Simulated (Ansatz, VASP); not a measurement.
**Ti: VASP beside Ansatz**

Contents of INCAR:

```
SYSTEM = Ti
PREC = Accurate ; ENCUT = 520
EDIFF = 1E-7 ; ISMEAR = 0
SIGMA = 0.15 ; LREAL = .FALSE.
LASPH = .TRUE. ; NELM = 60
ALGO = Fast ; ISIF = 2
LWAVE = .FALSE. ; LCHARG = .FALSE.
GGA = PS ; NBANDS = 19
```

Contents of KPOINTS:

```
Automatic mesh
0
G
  18 18 10
  0 0 0
```

The input POSCAR:

```
Ti
1.0
    2.9057478925      0.0000000000      0.0000000000
   -1.4528739462      2.5164514919      0.0000000000
    0.0000000000      0.0000000000      4.6157100000
Ti
2
Direct
    0.3333333333      0.6666666667      0.2500000000
    0.6666666667      0.3333333333      0.7500000000
```

Input for Ansatz:

```yaml
crystal:
  lattice:
    - [2.9057478925, 0.0, 0.0]
    - [-1.4528739462, 2.5164514919, 0.0]
    - [0.0, 0.0, 4.61571]
  atoms:
    - { symbol: Ti, position: [0.3333333333, 0.6666666667, 0.25] }
    - { symbol: Ti, position: [0.6666666667, 0.3333333333, 0.75] }
basis:
  ecutwfc: 420
kpoints:
  mp_grid: { grid: [18, 18, 10] }
hamiltonian:
  xc: pbesol
scf:
  occupations: { method: gaussian, width: 0.15 }
output:
  forces: true
  stress: true
  eigenvalues: true
```

Change from the starting cell: strain -0.015 along x and y, -0.015 along z, atoms carried along.

Alike in both runs: task single point; functional PBEsol; k mesh 18 × 18 × 10; occupations gaussian, width 0.15 eV; no spin polarisation.

|  | VASP | Ansatz |
| --- | --- | --- |
| version | VASP 6.6.1 | Ansatz 0.2.0 |
| potentials or method | VASP PAW PBE potentials, release 64 (Ti_sv), cutoff 520 eV | scalar-relativistic, plane waves, PAW |
| valence electrons in the cell | 24 | 24 |

Ansatz gave:

* gap on the k mesh at the Fermi level (eV): none
* pressure (GPa): -1.0
* traceless stress, the component that is largest in VASP (GPa): -0.32

Question: Estimate VASP's values.

Answer: gap on the k mesh at the Fermi level (eV): none; pressure (GPa): -1.3; traceless stress, the component that is largest in VASP (GPa): -0.32.

VASP's potentials were made for PBE, not for PBEsol. A gap of «none» marks a metal or a gap that the smearing closes.
